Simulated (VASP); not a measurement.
# GdN (Fm-3m) in VASP: notebook, part 2 of 2

VASP 6.6.1. The steps go on from the part before.

### 3 Single point, PBE, collinear spin, ferromagnetic start

This run uses another cell than the first one: it holds 4 atoms, not 2.

INCAR

```
ALGO = Normal
EDIFF = 1E-6
ENCUT = 520
GGA = PE
ISIF = 2
ISMEAR = 0
ISPIN = 2
LASPH = True
LCHARG = False
LMAXMIX = 6
LORBIT = 11
LREAL = False
LWAVE = False
MAGMOM = 7 7 0 0
NBANDS = 35
NELM = 150
PREC = Accurate
SIGMA = 0.05
```

KPOINTS

```
k-points
0
Gamma
  8 8 6
```

POSCAR

```
GdN
1.0
    0.0000000000      2.4922853439     -2.4922853439
    0.0000000000      2.4922853439      2.4922853439
    4.9845706878      0.0000000000      0.0000000000
Gd N
2 2
Direct
    0.0000000000      0.0000000000      0.0000000000
    0.5000000000      0.5000000000      0.5000000000
    0.0000000000      1.0000000000      0.5000000000
    0.5000000000      1.5000000000      1.0000000000
```

Potentials or basis: VASP PAW PBE potentials, release 64 (Gd, N).

The run is started by

```
> cat potpaw_PBE.64/Gd/POTCAR potpaw_PBE.64/N/POTCAR > POTCAR
> mpirun -np 1 vasp_std > vasp.out
```

OUTCAR:

```text
EDIFF = 1E-6
   ENCUT = 520
   GGA = PE
   ISIF = 2
   ISMEAR = 0
   ISPIN = 2
   LASPH = True
   LORBIT = 11
   LREAL = False
   NELM = 150
   PREC = Accurate

 ion  position               nearest neighbor table
   1  0.000  0.000  0.000-   3 2.49   4 2.49   3 2.49   4 2.49   4 2.49   4 2.49   2 3.52   2 3.52
                             2 3.52   2 3.52   2 3.52   2 3.52   2 3.52   2 3.52
   2  0.500  0.500  0.500-   3 2.49   4 2.49   4 2.49   3 2.49   3 2.49   3 2.49   1 3.52   1 3.52
                             1 3.52   1 3.52   1 3.52   1 3.52   1 3.52   1 3.52
   3  0.000  0.000  0.500-   1 2.49   2 2.49   1 2.49   2 2.49   2 2.49   2 2.49
   4  0.500  0.500  0.000-   1 2.49   2 2.49   2 2.49   1 2.49   1 2.49   1 2.49

  LATTYP: Found a simple tetragonal cell.
 ALAT       =     3.5246237346
 C/A-ratio  =     1.4142135624

  Lattice vectors:

 A1 = (   0.0000000000,   2.4922853439,  -2.4922853439)
 A2 = (   0.0000000000,   2.4922853439,   2.4922853439)
 A3 = (   4.9845706878,   0.0000000000,   0.0000000000)

Analysis of symmetry for initial positions (statically):
=====================================================================
 Subroutine PRICEL returns following result:

  LATTYP: Found a face centered cubic cell.
 ALAT       =     4.9845706878
[... 12 lines left out ...]
 Subroutine GETGRP returns: Found 16 space group operations
 (whereof 16 operations were pure point group operations)
 out of a pool of 16 trial point group operations.

The static configuration has the point symmetry D_4h.

Analysis of symmetry for dynamics (positions and initial velocities):
=====================================================================
 Subroutine PRICEL returns following result:

  LATTYP: Found a face centered cubic cell.
 ALAT       =     4.9845706878
[... 12 lines left out ...]
 Subroutine GETGRP returns: Found 16 space group operations
 (whereof 16 operations were pure point group operations)
 out of a pool of 16 trial point group operations.

The dynamic configuration has the point symmetry D_4h.

Analysis of structural, dynamic, and magnetic symmetry:
[... 182 lines left out ...]
  band No.  band energies     occupation
      1     -39.8430      1.00000
      2     -39.7212      1.00000
      3     -17.7275      1.00000
      4     -17.1831      1.00000
      5     -17.1831      1.00000
      6     -16.8389      1.00000
[... 901 lines left out ...]
     34       9.3906      0.00000
     35       9.8985      0.00000

 [... further k-points ...]

 spin component 2

 k-point     1 :       0.0000    0.0000    0.0000
  band No.  band energies     occupation
      1     -36.7453      1.00000
      2     -36.5878      1.00000
      3     -15.6877      1.00000
      4     -15.0166      1.00000
      5     -15.0166      1.00000
      6     -14.5916      1.00000
[... 901 lines left out ...]
     34      10.1634      0.00000
     35      10.9742      0.00000

 [... further k-points ...]

------------------------ aborting loop because EDIFF is reached ----------------------------------------

  FORCE on cell =-STRESS in cart. coord.  units (eV):
  Direction    XX          YY          ZZ          XY          YZ          ZX
  --------------------------------------------------------------------------------------
  -------------------------------------------------------------------------------------
  Total        0.0285076      0.0475427      0.0475427      0.0000000      0.0000000     -0.0000000
  in kB        0.7375948      1.2301027      1.2301027      0.0000000      0.0000000     -0.0000000
  external PRESSURE =       1.0659334 kB  Pullay stress =       0.0000000 kB

 VOLUME and BASIS-vectors are now :
 -----------------------------------------------------------------------------
  energy-cutoff  :      520.00
  volume of cell :       61.92
      direct lattice vectors                 reciprocal lattice vectors
     0.000000000  2.492285344 -2.492285344     0.000000000  0.200619083 -0.200619083
     0.000000000  2.492285344  2.492285344     0.000000000  0.200619083  0.200619083
     4.984570688  0.000000000  0.000000000     0.200619083  0.000000000  0.000000000

 POSITION                                       TOTAL-FORCE (eV/Angst)
 -----------------------------------------------------------------------------------
      0.00000      0.00000      0.00000        -0.000000     -0.000000     -0.000000
      2.49229      2.49229      0.00000         0.000000      0.000000      0.000000
      2.49229      0.00000      0.00000        -0.000000      0.000000     -0.000000
      0.00000      2.49229      0.00000        -0.000000      0.000000     -0.000000
 -----------------------------------------------------------------------------------
    total drift:                                0.000000      0.000000      0.000000

  FREE ENERGIE OF THE ION-ELECTRON SYSTEM (eV)
  ---------------------------------------------------
  free  energy   TOTEN  =       -46.4337590296 eV

  energy  without entropy=      -46.4335715268  energy(sigma->0) =      -46.43366528

 total charge

# of ion       s       p       d       f       tot
--------------------------------------------------
    1        2.034   5.662   0.533   6.999  15.228
    2        2.034   5.662   0.533   6.999  15.228
    3        1.250   2.383   0.000   0.000   3.633
    4        1.250   2.383   0.000   0.000   3.633
--------------------------------------------------
tot          6.568  16.091   1.066  13.997  37.722

 magnetization (x)

# of ion       s       p       d       f       tot
--------------------------------------------------
    1       -0.005  -0.081   0.084   6.806   6.804
    2       -0.005  -0.081   0.084   6.806   6.804
    3       -0.007  -0.080   0.000   0.000  -0.087
    4       -0.007  -0.080   0.000   0.000  -0.087
--------------------------------------------------
tot         -0.025  -0.321   0.169  13.613  13.435
```

stdout:

```text
POSCAR found type information on POSCAR GdN
 POSCAR found :  2 types and       4 ions
 scaLAPACK will be used
 LDA part: xc-table for (Slater+PW92), standard interpolation
 POSCAR, INCAR and KPOINTS ok, starting setup
 FFT: planning ... GRIDC
 FFT: planning ... GRID_SOFT
 FFT: planning ... GRID
 WAVECAR not read
 entering main loop
```

Wall time 30 min (1 thread of Oxide Virtual Turin-like, shared host); peak memory 0.32 GiB.

Results:

```
Free energy                                           : -46.4338 eV
Pressure                                              : 0.1 GPa
Band gap on the k mesh                                : zero (filled and empty bands overlap)
Net moment                                            : 14.00 μB per cell
Site moments                                          : Gd +6.80; N -0.09 μB
Valence electrons inside the program's atomic spheres : Gd 15.23; N 3.63
```

Levels at points of the mesh, in eV from the Fermi level:
Spin up:
| k point | band 27 | band 28 | band 29 | band 30 | band 31 | band 32 | band 33 | band 34 |
| --- | --- | --- | --- | --- | --- | --- | --- | --- |
| (0.00, 0.00, 0.00) | -0.18 | -0.18 | 0.26 | 0.26 | 0.26 | 2.51 | 2.51 | 2.51 |
| (0.50, 0.00, 0.00) | -2.16 | -2.16 | -1.51 | -1.51 | 4.00 | 4.00 | 4.74 | 4.74 |
| (0.50, 0.50, 0.00) | -0.46 | -0.46 | -0.18 | -0.18 | -0.18 | -0.18 | 6.52 | 6.55 |
| (0.00, 0.00, 0.50) | -0.35 | -0.35 | -0.35 | -0.35 | 0.75 | 0.75 | 4.77 | 4.77 |
| (0.50, 0.00, 0.50) | -2.57 | -2.57 | -2.57 | -2.57 | 5.11 | 5.11 | 5.88 | 5.88 |
| (0.50, 0.50, 0.50) | -1.60 | -1.60 | -1.60 | -1.60 | 3.56 | 3.56 | 3.56 | 3.56 |
Spin down:
```
           k point  band 14  band 15  band 16  band 17  band 18  band 19
(0.00, 0.00, 0.00)    -0.86    -0.80    -0.80     0.26     1.71     1.99
(0.50, 0.00, 0.00)    -2.26    -1.42    -1.42     1.77     1.77     1.95
(0.50, 0.50, 0.00)    -0.81    -0.80    -0.80     0.26     0.26     1.99
(0.00, 0.00, 0.50)    -0.99    -0.99    -0.99     1.11     1.11     2.08
(0.50, 0.00, 0.50)    -2.45    -2.45    -2.45     1.84     1.84     1.94
(0.50, 0.50, 0.50)    -1.32    -1.32    -1.32     1.81     1.81     1.81
```

Caveat: spin-orbit coupling is left out, which moves the levels of the heavy elements; semilocal functionals describe open f shells poorly, which spoils levels, moments and volumes.

### 4 Single point, PBE, collinear spin, antiferromagnetic start

This run uses another cell than the first one: it holds 4 atoms, not 2.

INCAR

```
  PREC = Accurate
  ENCUT = 520
  EDIFF = 1E-7
  ISMEAR = 0
  SIGMA = 0.05
  LREAL = False
  LASPH = True
  NELM = 150
  ALGO = Normal
  ISIF = 2
  LWAVE = False
  LCHARG = False
  ISPIN = 2
  MAGMOM = 7 -7 0 0
  LORBIT = 11
  LMAXMIX = 6
  GGA = PE
  NBANDS = 35
```

KPOINTS

```
regular mesh
0
Gamma
  8 8 6
```

POSCAR is that of step 3.

Potentials or basis: VASP PAW PBE potentials, release 64 (Gd, N).

The run is started by

```
> cat potpaw_PBE.64/Gd/POTCAR potpaw_PBE.64/N/POTCAR > POTCAR
> mpirun -np 1 vasp_std > vasp.out
```

OUTCAR:

```text
PREC = Accurate
   ENCUT = 520
   EDIFF = 1E-7
   ISMEAR = 0
   LREAL = False
   LASPH = True
   NELM = 150
   ISIF = 2
   ISPIN = 2
   LORBIT = 11
   GGA = PE

 ion  position               nearest neighbor table
   1  0.000  0.000  0.000-   3 2.49   4 2.49   3 2.49   4 2.49   4 2.49   4 2.49   2 3.52   2 3.52
                             2 3.52   2 3.52   2 3.52   2 3.52   2 3.52   2 3.52
   2  0.500  0.500  0.500-   3 2.49   4 2.49   4 2.49   3 2.49   3 2.49   3 2.49   1 3.52   1 3.52
                             1 3.52   1 3.52   1 3.52   1 3.52   1 3.52   1 3.52
   3  0.000  0.000  0.500-   1 2.49   2 2.49   1 2.49   2 2.49   2 2.49   2 2.49
   4  0.500  0.500  0.000-   1 2.49   2 2.49   2 2.49   1 2.49   1 2.49   1 2.49

  LATTYP: Found a simple tetragonal cell.
 ALAT       =     3.5246237346
 C/A-ratio  =     1.4142135624

  Lattice vectors:

 A1 = (   0.0000000000,   2.4922853439,  -2.4922853439)
 A2 = (   0.0000000000,   2.4922853439,   2.4922853439)
 A3 = (   4.9845706878,   0.0000000000,   0.0000000000)

Analysis of symmetry for initial positions (statically):
=====================================================================
 Subroutine PRICEL returns following result:

  LATTYP: Found a face centered cubic cell.
 ALAT       =     4.9845706878
[... 12 lines left out ...]
 Subroutine GETGRP returns: Found 16 space group operations
 (whereof 16 operations were pure point group operations)
 out of a pool of 16 trial point group operations.

The static configuration has the point symmetry D_4h.

Analysis of symmetry for dynamics (positions and initial velocities):
=====================================================================
 Subroutine PRICEL returns following result:

  LATTYP: Found a face centered cubic cell.
 ALAT       =     4.9845706878
[... 12 lines left out ...]
 Subroutine GETGRP returns: Found 16 space group operations
 (whereof 16 operations were pure point group operations)
 out of a pool of 16 trial point group operations.

The dynamic configuration has the point symmetry D_4h.

[... 177 lines left out ...]
 fundamental gap:      0.0286381303
 Fermi energy:         3.7920367296

 spin component 1

 k-point     1 :       0.0000    0.0000    0.0000
  band No.  band energies     occupation
      1     -39.7564      1.00000
      2     -36.6601      1.00000
      3     -17.3585      1.00000
      4     -17.0029      1.00000
      5     -17.0029      1.00000
      6     -15.0450      1.00000
[... 901 lines left out ...]
     34      10.0198      0.00000
     35      10.2634      0.00000

 [... further k-points ...]

 spin component 2

 k-point     1 :       0.0000    0.0000    0.0000
  band No.  band energies     occupation
      1     -39.7564      1.00000
      2     -36.6601      1.00000
      3     -17.3585      1.00000
      4     -17.0029      1.00000
      5     -17.0029      1.00000
      6     -15.0450      1.00000
[... 901 lines left out ...]
     34      10.0198      0.00000
     35      10.2634      0.00000

 [... further k-points ...]

------------------------ aborting loop because EDIFF is reached ----------------------------------------

  FORCE on cell =-STRESS in cart. coord.  units (eV):
  Direction    XX          YY          ZZ          XY          YZ          ZX
  --------------------------------------------------------------------------------------
  -------------------------------------------------------------------------------------
  Total        0.1304901      0.0363387      0.0363387      0.0000000      0.0000000      0.0000000
  in kB        3.3762531      0.9402149      0.9402149      0.0000000      0.0000000      0.0000000
  external PRESSURE =       1.7522276 kB  Pullay stress =       0.0000000 kB

 VOLUME and BASIS-vectors are now :
 -----------------------------------------------------------------------------
  energy-cutoff  :      520.00
  volume of cell :       61.92
      direct lattice vectors                 reciprocal lattice vectors
     0.000000000  2.492285344 -2.492285344     0.000000000  0.200619083 -0.200619083
     0.000000000  2.492285344  2.492285344     0.000000000  0.200619083  0.200619083
     4.984570688  0.000000000  0.000000000     0.200619083  0.000000000  0.000000000

 POSITION                                       TOTAL-FORCE (eV/Angst)
 -----------------------------------------------------------------------------------
      0.00000      0.00000      0.00000         0.000000      0.000000      0.000000
      2.49229      2.49229      0.00000        -0.000000     -0.000000     -0.000000
      2.49229      0.00000      0.00000         0.000000     -0.000000      0.000000
      0.00000      2.49229      0.00000         0.000000     -0.000000      0.000000
 -----------------------------------------------------------------------------------
    total drift:                                0.000000      0.000000      0.000000

  FREE ENERGIE OF THE ION-ELECTRON SYSTEM (eV)
  ---------------------------------------------------
  free  energy   TOTEN  =       -46.4194164023 eV

  energy  without entropy=      -46.4189419607  energy(sigma->0) =      -46.41917918

 total charge

# of ion       s       p       d       f       tot
--------------------------------------------------
    1        2.034   5.664   0.527   7.005  15.230
    2        2.034   5.664   0.527   7.005  15.230
    3        1.250   2.384   0.000   0.000   3.634
    4        1.250   2.384   0.000   0.000   3.634
--------------------------------------------------
tot          6.568  16.095   1.055  14.010  37.728

 magnetization (x)

# of ion       s       p       d       f       tot
--------------------------------------------------
    1       -0.005  -0.082   0.051   6.801   6.765
    2        0.005   0.082  -0.051  -6.801  -6.765
    3        0.003   0.030   0.000   0.000   0.032
    4       -0.003  -0.030   0.000   0.000  -0.032
--------------------------------------------------
tot          0.000   0.000   0.000   0.000   0.000
```

Wall time 43 min (1 thread of Oxide Virtual Turin-like, shared host); peak memory 0.33 GiB.

Results:

* Free energy: -46.4194 eV
* Pressure: 0.2 GPa
* Band gap on the k mesh: zero (filled and empty bands overlap)
* Net moment: 0.00 μB per cell
* Site moments: Gd +6.76, -6.76; N +0.03, -0.03 μB
* Valence electrons inside the program's atomic spheres: Gd 15.23; N 3.63

Stress tensor (GPa, compression positive):
```
0.34 0.00 0.00
0.00 0.09 0.00
0.00 0.00 0.09
```

Caveat: the antiferromagnetic order is the one typed at the start, and another may lie lower; spin-orbit coupling is left out, which moves the levels of the heavy elements; semilocal functionals describe open f shells poorly, which spoils levels, moments and volumes.

### 5 Summary

```tsv
spin	cell	k mesh	cutoff (eV)	second try	gap on the mesh (eV)	pressure (GPa)	moment (μB)
off	a = 3.525 Å, angles 60.0°, 2 atoms, atomic positions A	12 × 12 × 12	800	not_converged	none	-8.6	-
collinear, ferromagnetic start	a = 3.525, b = 3.525, c = 4.985 Å, 4 atoms, atomic positions B	8 × 8 × 6	520	-	none	0.1	14.00
collinear, antiferromagnetic start	a = 3.525, b = 3.525, c = 4.985 Å, 4 atoms, atomic positions B	8 × 8 × 6	520	-	none	0.2	0.00
```

Alike in all rows: task single point; level PBE; potentials or basis VASP PAW PBE potentials, release 64 (Gd, N); smearing gaussian 0.05 eV.

Caveats: spin-orbit coupling is left out, which moves the levels of the heavy elements; semilocal functionals describe open f shells poorly, which spoils levels, moments and volumes; the cell stands under tension (at least some runs); an odd number of electrons without spin polarisation forces a metal (at least some runs); a magnetic or distorted state may lie lower (at least some runs); the antiferromagnetic order is the one typed at the start, and another may lie lower (at least some runs).

Absolute energies hang on the potentials; compare differences alone.

The gap in the log of VASP goes by the Fermi energy; the results here count the filled bands.